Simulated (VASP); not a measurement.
A run of VASP 6.6.1 is set up as follows.

The input INCAR:

```
ALGO     = Normal         # electronic algorithm
DIPOL    = 0.5 0.5 0.500
EDIFF    = 1E-6           # SCF threshold, eV
ENCUT    = 520            # plane-wave cutoff, eV
GGA      = PE             # functional
GGA_COMPAT= F            
IDIPOL   = 3            
ISIF     = 2              # what is computed and relaxed
ISMEAR   = 0              # smearing method
IVDW     = 12             # dispersion correction
LASPH    = T              # aspherical terms in the spheres
LCHARG   = F              # write CHGCAR
LDIPOL   = T            
LREAL    = F              # projectors in reciprocal space
LWAVE    = F              # write WAVECAR
NBANDS   = 11             # bands
NELM     = 120            # most SCF steps
NELMDL   = -8           
PREC     = Accurate       # precision mode
SIGMA    = 0.05           # smearing width, eV
```

The input KPOINTS:

```
k-points
0
Gamma
  15 15 1
```

Contents of POSCAR:

```
C
1.0
    2.4665518600      0.0000000000      0.0000000000
   -1.2332759300      2.1360965710      0.0000000000
    0.0000000000      0.0000000000     20.0000000000
C
2
Direct
    0.0000000000      0.0000000000      0.5000000000
    0.6666666667      0.3333333333      0.5000000000
```

Potentials or basis: VASP PAW PBE potentials, release 64 (C).

Command:

```console
$ cat potpaw_PBE.64/C/POTCAR > POTCAR
$ mpirun -np 1 vasp_std > vasp.out
```

(1) What does it give for the dispersion energy per atom?

(2) Predict the band gap on the k mesh.

Answers

(1) -0.089 eV.

(2) zero (filled and empty bands touch).
